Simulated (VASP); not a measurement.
# Si31Ge (a cell with a defect) in VASP: single point with PBE

Aim: the single point of Si31Ge (a cell with a defect) with PBE.

Everything below comes from runs of VASP 6.6.1. Logs are shortened: lines on timing, memory, paths and dates and some standing lists are left out, and cuts for length are marked.

## 1. The cell of the first run

The cell holds a defect, 32 atoms: a = 9.474 Å, b = 9.474 Å, c = 9.474 Å, α = 109.47°, β = 109.47°, γ = 109.47°.

## 2. Single point, PBE

Input file INCAR:

```
SYSTEM = Si31Ge
PREC = Accurate
ENCUT = 520
EDIFF = 1E-6
ISMEAR = 0
SIGMA = 0.02
LREAL = Auto
LASPH = .TRUE.
NELM = 80
ALGO = Normal
ISIF = 2
LWAVE = .FALSE.
LCHARG = .TRUE.
GGA = PE
LELF = .TRUE.
LVHAR = .TRUE.
NBANDS = 91
```

Input file KPOINTS:

```
Automatic mesh
0
Gamma
  2 2 2
  0.5 0.5 0.5
```

Input file POSCAR:

```
Si31Ge
1.0
   -5.4700936474     -5.4700936474     -5.4700936474
    5.4700936474      5.4700936474     -5.4700936474
    5.4700936474     -5.4700936474      5.4700936474
Ge Si
1 31
Direct
    0.5000000000      0.7500000000      0.5000000000
    0.5000000000      0.4994698688      0.7506227810
    0.2494698688      0.7500000000      0.7506227810
    0.5000000000      0.2500000000      0.0000000000
    0.2493772190      0.4993772190     -0.0011529122
    0.0000000000      0.7500000000      0.0000000000
    0.5000000000      0.0006227810      0.2494698688
    0.2493772190      0.2488470878      0.2493772190
   -0.0011529122      0.4993772190      0.2493772190
    0.7506227810      0.7500000000      0.2494698688
    0.2494698688      0.0006227810      0.5000000000
    0.0000000000      0.2500000000      0.5000000000
    0.7506227810      0.4994698688      0.5000000000
    0.0011529122      0.0005301312      0.7505301312
    0.7505301312      0.2511529122      0.7505301312
    0.7505301312      0.0005301312      0.0011529122
    0.5000000000      0.7500000000      0.7541968331
    0.5000000000      0.4996780378      0.0003198778
    0.2496780378      0.7500000000      0.0003198778
    0.5000000000      0.2503198778      0.2496780378
    0.2458031669      0.4958031669      0.2458031669
    0.0003198778      0.7500000000      0.2496780378
    0.5000000000      0.0041968331      0.5000000000
    0.2496780378      0.2503198778      0.5000000000
    0.0003198778      0.4996780378      0.5000000000
    0.7541968331      0.7500000000      0.5000000000
    0.2506418400      0.0003219622      0.7503219622
    0.9996801222      0.2496801222      0.7493581600
    0.7503219622      0.5006418400      0.7503219622
   -0.0003198778     -0.0006418400     -0.0003198778
    0.7493581600      0.2496801222     -0.0003198778
    0.7503219622      1.0003219622      0.2506418400
```

Potentials or basis: VASP PAW PBE potentials, release 64 (Ge_d, Si).

Run with:

```sh
$ cat potpaw_PBE.64/Ge_d/POTCAR potpaw_PBE.64/Si/POTCAR > POTCAR
$ mpirun -np 1 vasp_std > vasp.out
```

OUTCAR:

```text
SYSTEM = Si31Ge
   PREC = Accurate
   ENCUT = 520
   EDIFF = 1E-6
   ISMEAR = 0
   LREAL = Auto
   LASPH = .TRUE.
   NELM = 80
   ISIF = 2
   GGA = PE

 ion  position               nearest neighbor table
   1  0.500  0.750  0.500-  17 2.41  26 2.41  23 2.41  21 2.41
   2  0.500  0.499  0.751-  17 2.36  18 2.37  24 2.37  29 2.37
   3  0.249  0.750  0.751-  17 2.36  19 2.37  25 2.37  27 2.37
   4  0.500  0.250  0.000-  18 2.36  20 2.36  27 2.36  31 2.36
   5  0.249  0.499  0.999-  21 2.36  28 2.37  18 2.37  19 2.37
   6  0.000  0.750  0.000-  19 2.36  22 2.36  29 2.36  30 2.36
[... 24 lines left out ...]
  31  0.749  0.250  1.000-   4 2.36   9 2.37  15 2.37  16 2.37
  32  0.750  0.000  0.251-  12 2.36  16 2.37   7 2.37  10 2.37

  LATTYP: Found a body centered cubic cell.
 ALAT       =    10.9401872948

  Lattice vectors:

 A1 = (  -5.4700936474,  -5.4700936474,  -5.4700936474)
 A2 = (   5.4700936474,   5.4700936474,  -5.4700936474)
 A3 = (   5.4700936474,  -5.4700936474,   5.4700936474)

Analysis of symmetry for initial positions (statically):
=====================================================================
 Subroutine PRICEL returns:
 Original cell was already a primitive cell.

 Routine SETGRP: Setting up the symmetry group for a
 body centered cubic supercell.

 Subroutine GETGRP returns: Found 24 space group operations
 (whereof  2 operations were pure point group operations)
 out of a pool of 48 trial point group operations.

The static configuration has the point symmetry C_1h.
 The point group associated with its full space group is T_d .

Analysis of symmetry for dynamics (positions and initial velocities):
=====================================================================
 Subroutine PRICEL returns:
 Original cell was already a primitive cell.

 Routine SETGRP: Setting up the symmetry group for a
 body centered cubic supercell.

 Subroutine GETGRP returns: Found 24 space group operations
 (whereof  2 operations were pure point group operations)
 out of a pool of 48 trial point group operations.

The dynamic configuration has the point symmetry C_1h.
 The point group associated with its full space group is T_d .

 Subroutine INISYM returns: Found 24 space group operations
 (whereof  2 operations are pure point group operations),
 and found     1 'primitive' translations

----------------------------------------------------------------------------------------

                                     Primitive cell

  volume of cell :     654.7029

  direct lattice vectors                    reciprocal lattice vectors
    -5.470093647 -5.470093647 -5.470093647     0.000000000 -0.091406113 -0.091406113
[... 140 lines left out ...]
   IALGO  =     38    algorithm
   IMIX   =      4    mixing-type and parameters
     AMIX     =   0.40;   BMIX     =  1.00
     AMIX_MAG =   1.60;   BMIX_MAG =  1.00
  volume/ion in A,a.u.               =      20.46       138.07
  Fermi-wavevector in a.u.,A,eV,Ry     =   0.974286  1.841133 12.915100  0.949233
  Thomas-Fermi vector in A             =   2.104733
   LORBIT       =      0    0 simple, 1 ext, 2 COOP (PROOUT), +10 PAW based schemes
   GGA     = PE    functional components
   LHFCALC =     F    Hartree Fock is set to
   AEXX    =    0.0000 exact exchange contribution
   IVDW    =     0    specifies the selected vdW correction
   LEPSILON=     F    determine dielectric tensor
   LRPA    =     F    only Hartree local field effects (RPA)
 non-spin polarized calculation
 Gauss-broadening in eV      SIGMA  =   0.02
  energy-cutoff  :      520.00
  volume of cell :      654.70
 maximum number of plane-waves:     17628
 NGX is ok and might be reduce to    70
   NGX = 35   NGY = 35   NGZ = 35

 number of electron     138.0000002 magnetization

 Free energy of the ion-electron system (eV)
  ---------------------------------------------------
  ext. energy  EPLUGINS =         0.00000000
  ---------------------------------------------------
  free energy    TOTEN  =      -172.57196823 eV

  energy without entropy =     -172.57196823  energy(sigma->0) =     -172.57196823

 E-fermi :   5.0824     XC(G=0):  -9.3567

 val. band max:        4.9158367546   @ k =   0.2500   0.2500   0.2500
 cond. band min:       6.2621303093   @ k =  -0.2500   0.2500   0.2500
 fundamental gap:      1.3462935547
 Fermi energy:         5.0823722843

 k-point     1 :       0.2500    0.2500    0.2500
  band No.  band energies     occupation
      1     -18.4715      2.00000
      2     -18.4715      2.00000
      3     -18.4715      2.00000
      4     -18.4474      2.00000
      5     -18.4474      2.00000
      6      -5.5254      2.00000
[... 73 lines left out ...]
     80       7.2334      0.00000
     81       7.2334      0.00000

 k-point     2 :      -0.2500    0.2500    0.2500
  band No.  band energies     occupation
      1     -18.4715      2.00000
      2     -18.4715      2.00000
      3     -18.4715      2.00000
      4     -18.4474      2.00000
      5     -18.4474      2.00000
      6      -5.9785      2.00000
[... 73 lines left out ...]
     80       7.9686      0.00000
     81       8.0406      0.00000
 [bands above 81 left out]

------------------------ aborting loop because EDIFF is reached ----------------------------------------

  FORCE on cell =-STRESS in cart. coord.  units (eV):
  Direction    XX          YY          ZZ          XY          YZ          ZX
  --------------------------------------------------------------------------------------
  -------------------------------------------------------------------------------------
  Total        1.3190611      1.3190611      1.3190611      0.0000000      0.0000000     -0.0000000
  in kB        3.2279828      3.2279828      3.2279828      0.0000000      0.0000000     -0.0000000
  external PRESSURE =       3.2279828 kB  Pullay stress =       0.0000000 kB

 VOLUME and BASIS-vectors are now :
 -----------------------------------------------------------------------------
  energy-cutoff  :      520.00
  volume of cell :      654.70
      direct lattice vectors                 reciprocal lattice vectors
    -5.470093647 -5.470093647 -5.470093647     0.000000000 -0.091406113 -0.091406113
     5.470093647  5.470093647 -5.470093647     0.091406113  0.000000000 -0.091406113
     5.470093647 -5.470093647  5.470093647     0.091406113 -0.091406113  0.000000000

 POSITION                                       TOTAL-FORCE (eV/Angst)
 -----------------------------------------------------------------------------------
      4.10257     -1.36752     -4.10257        -0.000000     -0.000000     -0.000000
      4.10308     -4.10888     -1.36122         0.003495      0.002580     -0.002580
      6.84392     -1.36803     -1.36122        -0.002580     -0.003495     -0.002580
     -1.36752     -1.36752     -4.10257        -0.000000     -0.000000     -0.000000
      6.83131     -4.09626      1.36803         0.002580     -0.002580      0.003495
      4.10257      4.10257     -4.10257        -0.000000     -0.000000     -0.000000
[... 24 lines left out ...]
      2.73506     -8.20163      0.00351         0.000881     -0.000044     -0.000044
     -2.73154     -5.47360     -2.73506        -0.000044      0.000044     -0.000881
 -----------------------------------------------------------------------------------
    total drift:                               -0.000005      0.000005      0.000007

  FREE ENERGIE OF THE ION-ELECTRON SYSTEM (eV)
  ---------------------------------------------------
  free  energy   TOTEN  =      -172.5719682260 eV

  energy  without entropy=     -172.5719682260  energy(sigma->0) =     -172.57196823
```

OSZICAR:

```text
N       E                     dE             d eps       ncg     rms          rms(c)
DAV:   1     0.621328247032E+03    0.62133E+03   -0.50433E+04   364   0.145E+03
DAV:   2    -0.622055505091E+02   -0.68353E+03   -0.62859E+03   388   0.243E+02
DAV:   3    -0.168850045756E+03   -0.10664E+03   -0.10180E+03   426   0.112E+02
DAV:   4    -0.175033792808E+03   -0.61837E+01   -0.60928E+01   432   0.271E+01
DAV:   5    -0.175256989778E+03   -0.22320E+00   -0.22232E+00   488   0.519E+00    0.190E+01
DAV:   6    -0.173402772497E+03    0.18542E+01   -0.10318E+00   424   0.247E+00    0.116E+01
DAV:   7    -0.172550461862E+03    0.85231E+00   -0.21757E+00   416   0.335E+00    0.677E-01
DAV:   8    -0.172566781106E+03   -0.16319E-01   -0.13459E-01   432   0.128E+00    0.304E-01
DAV:   9    -0.172570597949E+03   -0.38168E-02   -0.83786E-03   464   0.292E-01    0.239E-01
DAV:  10    -0.172571624813E+03   -0.10269E-02   -0.12438E-03   408   0.108E-01    0.852E-02
DAV:  11    -0.172571961052E+03   -0.33624E-03   -0.54851E-04   408   0.766E-02    0.131E-02
DAV:  12    -0.172571965697E+03   -0.46453E-05   -0.23045E-05   480   0.151E-02    0.108E-02
DAV:  13    -0.172571968475E+03   -0.27779E-05   -0.51447E-06   408   0.689E-03    0.300E-03
DAV:  14    -0.172571968226E+03    0.24904E-06   -0.25993E-07   248   0.206E-03
   1 F= -.17257197E+03 E0= -.17257197E+03  d E =-.653761E-32
```

stdout:

```text
POSCAR found type information on POSCAR GeSi
 POSCAR found :  2 types and      32 ions
 scaLAPACK will be used
 LDA part: xc-table for (Slater+PW92), standard interpolation
 POSCAR, INCAR and KPOINTS ok, starting setup
 FFT: planning ... GRIDC
 FFT: planning ... GRID_SOFT
 FFT: planning ... GRID
 WAVECAR not read
 entering main loop
```

It took 7.8 min on 1 thread of Intel Xeon 8259CL, shared host; peak memory 0.69 GiB.

What came out:

```
Free energy            : -172.5720 eV
Pressure               : 0.3 GPa
Largest force          : 0.005 eV/Å
Band gap on the k mesh : 1.35 eV
```

Forces on the atoms (eV/Å):
```
Ge   0.000  0.000  0.000
Si   0.003  0.003 -0.003
Si  -0.003 -0.003 -0.003
Si   0.000  0.000  0.000
Si   0.003 -0.003  0.003
Si   0.000  0.000  0.000
Si   0.003 -0.003  0.003
Si   0.003  0.003 -0.003
Si  -0.003 -0.003 -0.003
Si   0.003 -0.003  0.003
Si  -0.003 -0.003 -0.003
Si   0.000  0.000  0.000
Si   0.003  0.003 -0.003
Si  -0.003  0.003  0.003
Si  -0.003  0.003  0.003
Si  -0.003  0.003  0.003
Si   0.002 -0.002  0.002
Si  -0.001  0.000  0.000
Si   0.000  0.001  0.000
Si  -0.001  0.000  0.000
Si  -0.002  0.002  0.002
Si   0.000  0.001  0.000
Si   0.002  0.002 -0.002
Si   0.000  0.000  0.001
Si   0.000  0.000  0.001
Si  -0.002 -0.002 -0.002
Si   0.001  0.000  0.000
Si   0.000  0.000 -0.001
Si   0.000 -0.001  0.000
Si   0.000 -0.001  0.000
Si   0.001  0.000  0.000
Si   0.000  0.000 -0.001
```
